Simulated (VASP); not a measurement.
# CuI (Marshite) (F-43m) in VASP: further runs

Runs on CuI (Marshite). Level: LDA. Tasks: relaxation of cell and atoms.

Everything below comes from runs of VASP 6.6.1. Logs are shortened: lines on timing, memory, paths and dates and some standing lists are left out, and cuts for length are marked.

## 1. The cell of the first run

It takes space group F-43m (No. 216, cubic). The conventional cell has a = 5.862 Å, b = 5.862 Å, c = 5.862 Å, α = 90.00°, β = 90.00°, γ = 90.00°. Within 3.3 Å of Cu (site symmetry -43m) lie 4 I at 2.54 Å. I (site symmetry -43m) has 4 Cu at 2.54 Å within 3.3 Å.

## 2. Relaxation of cell and atoms, LDA, target pressure 7 GPa, at which the enthalpy is minimised

Input file INCAR:

```
SYSTEM = CuI
PREC = Accurate
ENCUT = 600
EDIFF = 1E-7
ISMEAR = 0
SIGMA = 0.01
LREAL = .False.
LASPH = .True.
NELM = 120
ALGO = Normal
ISIF = 3
LWAVE = .False.
LCHARG = .False.
GGA = CA
IBRION = 2
NSW = 100
EDIFFG = -0.002
PSTRESS = 70.0
GGA_COMPAT = .False.
NELMIN = 4
```

Input file KPOINTS:

```
Automatic mesh
0
Gamma
  6 6 6
  0 0 0
```

Input file POSCAR:

```
CuI
1.0
    0.0000000000      2.9309836647      2.9309836647
    2.9309836647      0.0000000000      2.9309836647
    2.9309836647      2.9309836647      0.0000000000
Cu I
1 1
Direct
    0.7500000000      0.7500000000      0.7500000000
    0.0000000000      0.0000000000      0.0000000000
```

Potentials or basis: VASP PAW LDA potentials, release 64 (Cu, I).

Run with:

```
$ cat potpaw_LDA.64/Cu/POTCAR potpaw_LDA.64/I/POTCAR > POTCAR
$ mpirun -np 1 vasp_std > vasp.out
```

OUTCAR:

```text
SYSTEM = CuI
   PREC = Accurate
   ENCUT = 600
   EDIFF = 1E-7
   ISMEAR = 0
   LREAL = .False.
   LASPH = .True.
   NELM = 120
   ISIF = 3
   GGA = CA
   IBRION = 2
   NSW = 100
   EDIFFG = -0.002
   PSTRESS = 70.0
   NELMIN = 4

 ion  position               nearest neighbor table
   1  0.750  0.750  0.750-   2 2.54   2 2.54   2 2.54   2 2.54
   2  0.000  0.000  0.000-   1 2.54   1 2.54   1 2.54   1 2.54

  LATTYP: Found a face centered cubic cell.
 ALAT       =     5.8619673294

  Lattice vectors:

 A1 = (   0.0000000000,   2.9309836647,   2.9309836647)
 A2 = (   2.9309836647,   0.0000000000,   2.9309836647)
 A3 = (   2.9309836647,   2.9309836647,   0.0000000000)

Analysis of symmetry for initial positions (statically):
=====================================================================
 Subroutine PRICEL returns:
 Original cell was already a primitive cell.

 Routine SETGRP: Setting up the symmetry group for a
 face centered cubic supercell.

 Subroutine GETGRP returns: Found 24 space group operations
 (whereof 24 operations were pure point group operations)
 out of a pool of 48 trial point group operations.

The static configuration has the point symmetry T_d .

Analysis of symmetry for dynamics (positions and initial velocities):
=====================================================================
 Subroutine PRICEL returns:
 Original cell was already a primitive cell.

 Routine SETGRP: Setting up the symmetry group for a
 face centered cubic supercell.

 Subroutine GETGRP returns: Found 24 space group operations
 (whereof 24 operations were pure point group operations)
 out of a pool of 48 trial point group operations.

The dynamic configuration has the point symmetry T_d .

 Subroutine INISYM returns: Found 24 space group operations
 (whereof 24 operations are pure point group operations),
 and found     1 'primitive' translations

----------------------------------------------------------------------------------------

                                     Primitive cell

  volume of cell :      50.3582

  direct lattice vectors                    reciprocal lattice vectors
     0.000000000  2.930983665  2.930983665    -0.170591193  0.170591193  0.170591193
     2.930983665  0.000000000  2.930983665     0.170591193 -0.170591193  0.170591193
     2.930983665  2.930983665  0.000000000     0.170591193  0.170591193 -0.170591193

  length of vectors
     4.145036850  4.145036850  4.145036850     0.295472614  0.295472614  0.295472614

  position of ions in fractional coordinates (direct lattice)
     0.750000000  0.750000000  0.750000000
     0.000000000  0.000000000  0.000000000

  ion indices of the primitive-cell ions
   primitive index   ion index
                 1           1
                 2           2

----------------------------------------------------------------------------------------

 KPOINTS: Automatic mesh

Automatic generation of k-mesh.
 Grid dimensions read from file:
 generate k-points for:    6    6    6

 Generating k-lattice:

  Cartesian coordinates                     Fractional coordinates (reciprocal lattice)
    -0.028431865  0.028431865  0.028431865     0.166666667  0.000000000  0.000000000
     0.028431865 -0.028431865  0.028431865     0.000000000  0.166666667  0.000000000
     0.028431865  0.028431865 -0.028431865     0.000000000  0.000000000  0.166666667

  Length of vectors
     0.049245436  0.049245436  0.049245436

  Shift w.r.t. Gamma in fractional coordinates (k-lattice)
     0.000000000  0.000000000  0.000000000

 Subroutine IBZKPT returns following result:
 ===========================================

 Found     16 irreducible k-points:

 Following reciprocal coordinates:
            Coordinates               Weight
  0.000000  0.000000  0.000000      1.000000
  0.166667  0.000000  0.000000      8.000000
  0.333333  0.000000  0.000000      8.000000
  0.500000  0.000000  0.000000      4.000000
  0.166667  0.166667  0.000000      6.000000
  0.333333  0.166667  0.000000     24.000000
[... 8 lines left out ...]
 -0.333333  0.333333  0.166667     24.000000
 -0.333333  0.500000  0.166667     12.000000
   k-points           NKPTS =     16   k-points in BZ     NKDIM =     16   number of bands    NBANDS=     13
   number of dos      NEDOS =    301   number of ions     NIONS =      2
   total plane-waves  NPLWV =  46656
   dimension x,y,z NGX =    36 NGY =   36 NGZ =   36
   dimension x,y,z NGXF=    72 NGYF=   72 NGZF=   72
   ions per type =               1   1
   NGX,Y,Z   is equivalent  to a cutoff of  14.44, 14.44, 14.44 a.u.
   NGXF,Y,Z  is equivalent  to a cutoff of  28.88, 28.88, 28.88 a.u.
 SYSTEM =  CuI
   PREC   = accura    normal or accurate (medium, high low for compatibility)
   ISTART =      0    job   : 0-new  1-cont  2-samecut
   ICHARG =      2    charge: 1-file 2-atom 10-const
   ISPIN  =      1    spin polarized calculation?
   LNONCOLLINEAR =      F non collinear calculations
   LSORBIT =      F    spin-orbit coupling
   LASPH  =      T    aspherical Exc in radial PAW
   ENCUT  =  600.0 eV  44.10 Ry    6.64 a.u.   8.28  8.28  8.28*2*pi/ulx,y,z
   NELM   =    120;   NELMIN=  4; NELMDL= -5     # of ELM steps
   EDIFF  = 0.1E-06   stopping-criterion for ELM
   LREAL  =      F    real-space projection
   EDIFFG = -.2E-02   stopping-criterion for IOM
   NSW    =    100    number of steps for IOM
   IBRION =      2    ionic relax: 0-MD 1-quasi-New 2-CG
   NFREE  =      1    steps in history (QN), initial steepest desc. (CG)
   ISIF   =      3    stress and relaxation
   ISYM   =      2    0-nonsym 1-usesym 2-fastsym
   POTIM  = 0.5000    time-step for ionic-motion
   TEBEG  =    0.0;   TEEND  =   0.0 temperature during run
   PSTRESS=   70.0 pullay stress
   NELECT =      18.0000    total number of electrons
   NUPDOWN=      -1.0000    fix difference up-down
   EMIN   =  10.00;   EMAX   =-10.00  energy-range for DOS
   EFERMI =   0.00;   METHOD = LEGACY
   ISMEAR =     0;   SIGMA  =   0.01  broadening in eV -4-tet -1-fermi 0-gaus
   EFERMI_NEDOS =   21; number of points for ismear=-14 and -15
   IALGO  =     38    algorithm
   IMIX   =      4    mixing-type and parameters
     AMIX     =   0.40;   BMIX     =  1.00
     AMIX_MAG =   1.60;   BMIX_MAG =  1.00
  volume/ion in A,a.u.               =      25.18       169.92
  Fermi-wavevector in a.u.,A,eV,Ry     =   1.161829  2.195539 18.365783  1.349847
  Thomas-Fermi vector in A             =   2.298397
   LORBIT       =      0    0 simple, 1 ext, 2 COOP (PROOUT), +10 PAW based schemes
   GGA     = CA    functional components
   LHFCALC =     F    Hartree Fock is set to
   AEXX    =    0.0000 exact exchange contribution
   IVDW    =     0    specifies the selected vdW correction
   LEPSILON=     F    determine dielectric tensor
   LRPA    =     F    only Hartree local field effects (RPA)
 conjugate gradient relaxation of ions
 non-spin polarized calculation
 Gauss-broadening in eV      SIGMA  =   0.01
  energy-cutoff  :      600.00
  volume of cell :       50.36
 maximum number of plane-waves:      1694
 NGX is ok and might be reduce to    36
   NGX = 17   NGY = 17   NGZ = 17

--------------------------------------- Ionic step        1  -------------------------------------------

 number of electron      18.0000004 magnetization

 Free energy of the ion-electron system (eV)
  ---------------------------------------------------
  ext. energy  EPLUGINS =         0.00000000
  ---------------------------------------------------
  free energy    TOTEN  =        -6.99291381 eV

  energy without entropy =       -6.99291381  energy(sigma->0) =       -6.99291381

 E-fermi :   5.3878     XC(G=0):  -9.7646

 val. band max:        5.3441094297   @ k =   0.0000   0.0000   0.0000
 cond. band min:       6.6283518397   @ k =   0.0000   0.0000   0.0000
 fundamental gap:      1.2842424100
 Fermi energy:         5.3878131292

 k-point     1 :       0.0000    0.0000    0.0000
  band No.  band energies     occupation
      1      -9.2183      2.00000
      2       1.2111      2.00000
      3       1.2111      2.00000
      4       1.2111      2.00000
      5       2.9632      2.00000
      6       2.9632      2.00000
      7       5.3441      2.00000
      8       5.3441      2.00000
      9       5.3441      2.00000
     10       6.6284      0.00000
     11      10.0930      0.00000
     12      10.0930      0.00000
     13      10.0930      0.00000

 k-point     2 :       0.1667    0.0000    0.0000
  band No.  band energies     occupation
      1      -9.0597      2.00000
      2       0.7069      2.00000
      3       1.2305      2.00000
      4       1.2305      2.00000
      5       2.9515      2.00000
      6       2.9515      2.00000
      7       4.2356      2.00000
      8       5.0936      2.00000
      9       5.0936      2.00000
     10       7.5816      0.00000
     11      10.2078      0.00000
[... 405 lines left out ...]
  FREE ENERGIE OF THE ION-ELECTRON SYSTEM (eV)
  ---------------------------------------------------
  free  energy   TOTEN  =        -6.9025112963 eV

  energy  without entropy=       -6.9025112963  energy(sigma->0) =       -6.90251130

  enthalpy is  TOTEN    =        -4.8986273003 eV   P V=        2.0038839961

--------------------------------------- Ionic step        6  -------------------------------------------

 number of electron      17.9999992 magnetization

 Free energy of the ion-electron system (eV)
  ---------------------------------------------------
  ext. energy  EPLUGINS =         0.00000000
  ---------------------------------------------------
  free energy    TOTEN  =        -6.90037732 eV

  energy without entropy =       -6.90037732  energy(sigma->0) =       -6.90037732

 E-fermi :   6.6624     XC(G=0): -10.2028

 val. band max:        6.5749572233   @ k =   0.0000   0.0000   0.0000
 cond. band min:       8.1727789872   @ k =   0.0000   0.0000   0.0000
 fundamental gap:      1.5978217639
 Fermi energy:         6.6623864149

 k-point     1 :       0.0000    0.0000    0.0000
  band No.  band energies     occupation
      1      -8.6234      2.00000
      2       1.8874      2.00000
      3       1.8874      2.00000
      4       1.8874      2.00000
      5       3.6787      2.00000
      6       3.6787      2.00000
      7       6.5750      2.00000
      8       6.5750      2.00000
      9       6.5750      2.00000
     10       8.1728      0.00000
     11      11.1868      0.00000
     12      11.1868      0.00000
     13      11.1868      0.00000

 k-point     2 :       0.1667    0.0000    0.0000
  band No.  band energies     occupation
      1      -8.4297      2.00000
      2       1.3848      2.00000
      3       1.9150      2.00000
      4       1.9150      2.00000
      5       3.6640      2.00000
      6       3.6640      2.00000
      7       5.2546      2.00000
      8       6.2643      2.00000
      9       6.2643      2.00000
     10       9.0626      0.00000
     11      11.5110      0.00000
[... 246 lines left out ...]
 POSITION                                       TOTAL-FORCE (eV/Angst)
 -----------------------------------------------------------------------------------
      4.26011      4.26011      4.26011        -0.000000      0.000000      0.000000
      2.84007      0.00000      2.84007         0.000000     -0.000000     -0.000000
 -----------------------------------------------------------------------------------
    total drift:                               -0.000000     -0.000000     -0.000000

  FREE ENERGIE OF THE ION-ELECTRON SYSTEM (eV)
  ---------------------------------------------------
  free  energy   TOTEN  =        -6.9003773168 eV

  energy  without entropy=       -6.9003773168  energy(sigma->0) =       -6.90037732

  enthalpy is  TOTEN    =        -4.8986418847 eV   P V=        2.0017354321

 reached required accuracy - stopping structural energy minimisation
```

It took 37 s on 1 thread of Intel Xeon 6975P-C (Granite Rapids), shared host; peak memory 0.17 GiB.

What came out:

| Property | Result |
| --- | --- |
| Free energy | -6.9004 eV |
| Relaxed volume | 22.91 Å³/atom |
| Relaxed cell | a = 4.016 Å, b = 4.016 Å, c = 4.016 Å, α = 60.00°, β = 60.00°, γ = 60.00° |
| Space group after relaxing (to 0.05 Å) | F-43m (No. 216) |
| Energy change on relaxing (the enthalpy is what falls) | +46.3 meV/atom |
| Ionic steps | 6 |
| Pressure after relaxing | 7.0 GPa |
| Band gap on the k mesh | 1.60 eV, direct |

The path:
| step | energy change (eV) | largest force (eV/Å) | pressure (GPa) | volume (Å³) |
| --- | --- | --- | --- | --- |
| 1 | 0.0000 | 0.0000 | 0.17 | 50.36 |
| 2 | 0.2762 | 0.0000 | 13.79 | 42.93 |
| 3 | 0.0913 | 0.0000 | 6.94 | 45.84 |
| 4 | 0.0952 | 0.0000 | 7.13 | 45.76 |
| 5 | 0.0904 | 0.0000 | 6.90 | 45.87 |
| 6 | 0.0925 | 0.0000 | 7.00 | 45.82 |

Final structure:
```yaml
crystal:
  lattice:
    - [0.00000, 2.84007, 2.84007]
    - [2.84007, 0.00000, 2.84007]
    - [2.84007, 2.84007, 0.00000]
  atoms:
    - { symbol: Cu, position: [0.75000, 0.75000, 0.75000] }
    - { symbol: I, position: [0.00000, 0.00000, 0.00000] }
```

Levels at points of the mesh, in eV from the valence-band top:
| k point | band 6 | band 7 | band 8 | band 9 | band 10 | band 11 | band 12 | band 13 |
| --- | --- | --- | --- | --- | --- | --- | --- | --- |
| (0.00, 0.00, 0.00) | -2.90 | 0.00 | 0.00 | 0.00 | 1.60 | 4.61 | 4.61 | 4.61 |
| (0.50, 0.00, 0.00) | -2.86 | -2.80 | -1.09 | -1.09 | 2.23 | 5.23 | 5.23 | 7.36 |
| (0.50, 0.50, 0.00) | -2.79 | -2.78 | -2.37 | -2.37 | 2.19 | 2.64 | 10.56 | 10.76 |

Caveat: the cell is relaxed towards a set pressure, so the enthalpy falls and the energy may rise; spin-orbit coupling is left out, which moves the levels of the heavy elements. LDA usually gives volumes a few per cent too small.

## 3. Relaxation of cell and atoms, LDA, target pressure 10 GPa, at which the enthalpy is minimised

Input file INCAR:

```
PREC     = Accurate       # precision mode
ENCUT    = 600            # plane-wave cutoff, eV
EDIFF    = 1E-7           # SCF threshold, eV
ISMEAR   = 0              # smearing method
SIGMA    = 0.01           # smearing width, eV
LREAL    = False          # projectors in reciprocal space
LASPH    = True           # aspherical terms in the spheres
NELM     = 120            # most SCF steps
ALGO     = Normal         # electronic algorithm
ISIF     = 3              # what is computed and relaxed
LWAVE    = False          # write WAVECAR
LCHARG   = False          # write CHGCAR
GGA      = CA             # functional
IBRION   = 2              # ionic algorithm
NSW      = 100            # ionic steps
EDIFFG   = -0.002         # ionic threshold
PSTRESS  = 100.0        
GGA_COMPAT= False        
NELMIN   = 4
```

Input file KPOINTS:

```
regular mesh
0
Gamma
  6 6 6
```

POSCAR is that of step 2.

Potentials or basis: VASP PAW LDA potentials, release 64 (Cu, I).

Run with:

```
$ cat potpaw_LDA.64/Cu/POTCAR potpaw_LDA.64/I/POTCAR > POTCAR
$ mpirun -np 1 vasp_std > vasp.out
```

Run time: 40 s. Hardware: 1 thread of Intel Xeon 6975P-C (Granite Rapids), shared host; peak memory 0.18 GiB.

Results (log left out):

```
Free energy                                            : -6.8263 eV
Relaxed volume                                         : 22.21 Å³/atom
Relaxed cell                                           : a = 3.975 Å, b = 3.975 Å, c = 3.975 Å, α = 60.00°, β = 60.00°, γ = 60.00°
Space group after relaxing (to 0.05 Å)                 : F-43m (No. 216)
Energy change on relaxing (the enthalpy is what falls) : +83.3 meV/atom
Ionic steps                                            : 6
Pressure after relaxing                                : 10.0 GPa
Band gap on the k mesh                                 : 1.71 eV, direct
```

Step by step:
```tsv
step	energy change (eV)	largest force (eV/Å)	pressure (GPa)	volume (Å³)
1	0.0000	0.0000	0.17	50.36
2	0.6260	0.0000	24.03	39.91
3	0.1610	0.0000	9.81	44.50
4	0.1679	0.0000	10.05	44.39
5	0.1651	0.0000	9.95	44.44
6	0.1666	0.0000	9.99	44.41
```

Final structure:
```cif
data_structure
_symmetry_space_group_name_H-M 'P 1'
_symmetry_Int_Tables_number 1
_cell_length_a 3.9750
_cell_length_b 3.9750
_cell_length_c 3.9750
_cell_angle_alpha 60.000
_cell_angle_beta 60.000
_cell_angle_gamma 60.000
_cell_volume 44.41
loop_
_atom_site_label
_atom_site_type_symbol
_atom_site_fract_x
_atom_site_fract_y
_atom_site_fract_z
_atom_site_occupancy
Cu1 Cu 0.75000 0.75000 0.75000 1
I1 I 0.00000 0.00000 0.00000 1
```

Levels at points of the mesh, in eV from the valence-band top:
```tsv
k point	band 6	band 7	band 8	band 9	band 10	band 11	band 12	band 13
(0.00, 0.00, 0.00)	-3.09	0.00	0.00	0.00	1.71	4.56	4.56	4.56
(0.50, 0.00, 0.00)	-3.05	-2.98	-1.16	-1.16	2.25	5.19	5.19	7.34
(0.50, 0.50, 0.00)	-2.97	-2.95	-2.52	-2.52	2.11	2.59	10.84	10.93
```

Caveat: the cell is relaxed towards a set pressure, so the enthalpy falls and the energy may rise; spin-orbit coupling is left out, which moves the levels of the heavy elements.

(Part 1 of 2 ends here.)
